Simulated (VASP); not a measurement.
Here is a VASP 6.6.1 calculation.

File INCAR:

```
ALGO = Normal
EDIFF = 1E-6
ENCUT = 520
GGA = PE
ISIF = 2
ISMEAR = -1
IVDW = 12
LASPH = T
LCHARG = T
LELF = T
LREAL = Auto
LVHAR = T
LWAVE = F
NBANDS = 52
NELM = 60
PREC = Accurate
SIGMA = 0.02
```

Contents of KPOINTS:

```
k-points
0
Gamma
  2 2 2
```

The input POSCAR:

```
TiSi16
1.0
    0.0000000000      5.4300000000      5.4300000000
    5.4300000000      0.0000000000      5.4300000000
    5.4300000000      5.4300000000      0.0000000000
Si Ti
16 1
Direct
    0.0366979742     -0.0125053407     -0.0124173112
    0.1331829650      0.1261884899      0.1262719153
   -0.0088228361      0.0079281768      0.5001180479
    0.1331113260      0.1262210866      0.6137361878
   -0.0087491713      0.5000403315      0.0079716390
    0.1332025783      0.6136394107      0.1262650092
   -0.0088146409      0.5000695212      0.5001067219
    0.0889690608      0.6367585635      0.6368057090
    0.5066410681      0.0115883978      0.0116821363
    0.6659960405      0.1111547882      0.1111479742
    0.5065596685      0.0116300184      0.4695193370
    0.6190925414      0.1483277164      0.6159833333
    0.5066732965      0.4695377532      0.0116112339
    0.6191683241      0.6159745856      0.1483432781
    0.4606232044      0.5129108656      0.5129193370
    0.6190953959      0.6160099448      0.6159364641
    0.4707159300      0.8429094843      0.8429010129
```

Potentials or basis: VASP PAW PBE potentials, release 64 (Si, Ti_sv).

Launch:

```sh
$ cat potpaw_PBE.64/Si/POTCAR potpaw_PBE.64/Ti_sv/POTCAR > POTCAR
$ mpirun -np 1 vasp_std > vasp.out
```

**Question.** Estimate the pressure.

**Answer.** 1.6 GPa.

**Question.** Estimate the largest force.

**Answer.** 2.148 eV/Å.

**Question.** Estimate the dispersion energy per atom.

**Answer.** -0.343 eV.

Stress tensor (GPa, compression positive):
```
 1.63  0.49  0.49
 0.49  1.63 -0.49
 0.49 -0.49  1.63
```

Caveat: the k points lie up to 0.50 Å⁻¹ apart.
